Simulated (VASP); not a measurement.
BaC5:

```xyz
6
Lattice="5.1334 0.0000 0.0000 -2.5667 4.4457 0.0000 0.0000 0.0000 2.7644" Properties=species:S:1:pos:R:3 pbc="T T T"
Ba    0.0000    0.0000    0.0000
C     2.5667    0.0000    0.0000
C    -1.2834    2.2228    0.0000
C     1.2834    2.2228    0.0000
C     0.0000    2.9638    1.3822
C     2.5667    1.4819    1.3822
```

The cell was built from a structure type or drawn by symmetry, and may not be a known phase.

```yaml
Program: VASP 6.6.1
Task: relaxation of cell and atoms
Functional: PBE
Potentials_or_basis: VASP PAW PBE potentials, release 64 (Ba_sv, C)
Cutoff: 600 eV
k_mesh: 6 × 6 × 6
Occupations: gaussian, width 0.1 eV
Spin: no spin polarisation
```

At the start: pressure 3.6 GPa; volume 10.51 Å³/atom.

Q: Where does the relaxation end?

A: Over 5 steps the energy falls by 3.5 meV/atom and the volume is 10.84 Å³/atom (+3.1 %); space group P6/mmm (No. 191, to 0.1 Å) before and after.

The path:
```
step  energy change (eV)  largest force (eV/Å)  pressure (GPa)  volume (Å³)
   1              0.0000                0.0000            3.57        63.09
   2             -0.0203                0.0000           -0.43        65.25
   3             -0.0207                0.0000            0.06        64.97
   4             -0.0209                0.0000           -0.04        65.07
   5             -0.0211                0.0000            0.01        65.03
```

Final structure:
```xyz
6
Lattice="5.1844 0.0000 0.0000 -2.5922 4.4898 0.0000 0.0000 0.0000 2.7938" Properties=species:S:1:pos:R:3 pbc="T T T"
Ba    0.0000    0.0000    0.0000
C     2.5922    0.0000    0.0000
C    -1.2961    2.2449    0.0000
C     1.2961    2.2449    0.0000
C     0.0000    2.9932    1.3969
C     2.5922    1.4966    1.3969
```

Caveat: the k points lie up to 0.37 Å⁻¹ apart in the final cell, too coarse for converged energies and pressures of a metal.
